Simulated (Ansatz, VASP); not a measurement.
CdS in VASP and in Ansatz

File INCAR:

```
PREC = Accurate ; ENCUT = 520
EDIFF = 1E-7 ; ISMEAR = 0
SIGMA = 0.01 ; LREAL = False
LASPH = True ; NELM = 60
ALGO = Normal ; ISIF = 2
LWAVE = False ; LCHARG = False
GGA = PS ; NBANDS = 16
```

File KPOINTS:

```
regular mesh
0
Gamma
  7 7 7
```

POSCAR

```
CdS
1.0
    0.0000000000      2.9261894400      2.9261894400
    2.9261894400      0.0000000000      2.9261894400
    2.9261894400      2.9261894400      0.0000000000
Cd S
1 1
Direct
    0.0000000000      0.0000000000      0.0000000000
    0.2500000000      0.2500000000      0.2500000000
```

Input for Ansatz:

```yaml
crystal:
  lattice:
    - [0.0, 2.926189439950503, 2.926189439950503]
    - [2.926189439950503, 0.0, 2.926189439950503]
    - [2.926189439950503, 2.926189439950503, 0.0]
  atoms:
    - { symbol: Cd, position: [0.0, 0.0, 0.0] }
    - { symbol: S, position: [0.25, 0.25, 0.25] }
basis:
  ecutwfc: 420.0
kpoints:
  mp_grid:
    grid: [7, 7, 7]
hamiltonian:
  xc: pbesol
scf:
  algorithm: direct_min
  lower_state_search: light
  occupations:
    method: fixed
output:
  stress: true
```

Alike in both runs: task single point; functional PBEsol; k mesh 7 × 7 × 7; no spin polarisation.

```csv
,VASP,Ansatz
version,VASP 6.6.1,Ansatz 0.2.0
potentials or method,"VASP PAW PBE potentials, release 64 (Cd, S), cutoff 520 eV","plane waves, PAW"
occupations,"gaussian, width 0.01 eV",fixed
valence electrons in the cell,18,26
```

```tsv
	VASP	Ansatz	Ansatz less VASP
gap on the k mesh at the Fermi level (eV)	0.99	0.98	-0.005
pressure (GPa)	-0.5	-0.9	-0.38
```

VASP's potentials were made for PBE, not for PBEsol. VASP's potentials hold 18 valence electrons a cell and Ansatz's 26, so a difference there can come from the potentials and not from the codes.
